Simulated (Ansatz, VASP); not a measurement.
## One calculation of Al2Te2O, two programs

```
Al Te O
1.0
     3.52520    0.00000    0.00000
    -1.76260    3.05291    0.00000
     0.00000    0.00000    9.18600
Al Te O
2 2 1
Direct
  0.33333 0.66667 0.37585
  0.66667 0.33333 0.62415
  0.33333 0.66667 0.81544
  0.66667 0.33333 0.18456
  0.00000 0.00000 0.50000
```

Alike in both runs: functional PBE; dispersion D3(BJ); k mesh 12 × 12 × 4; occupations gaussian, width 0.1 eV; no spin polarisation.

Ansatz relaxed the structure, and its values are those at the end. VASP's run is a single point on that final structure, the one shown.

```csv
,VASP,Ansatz
version,VASP 6.6.1,Ansatz 0.2.0
potentials or method,"VASP PAW PBE potentials, release 64 (Al, Te, O), cutoff 520 eV","scalar-relativistic, plane waves, PAW"
valence electrons in the cell,24,44
```

```tsv
	VASP	Ansatz	Ansatz less VASP
gap on the k mesh at the Fermi level (eV)	none	none	-
pressure (GPa)	0.1	0.0	-0.07
rms of the force components (eV/Å)	0.014	0.000	-0.0139
```

A gap of «none» marks a metal or a gap that the smearing closes. VASP's potentials hold 24 valence electrons a cell and Ansatz's 44, so a difference there can come from the potentials and not from the codes.

Neither program's run includes spin-orbit coupling.
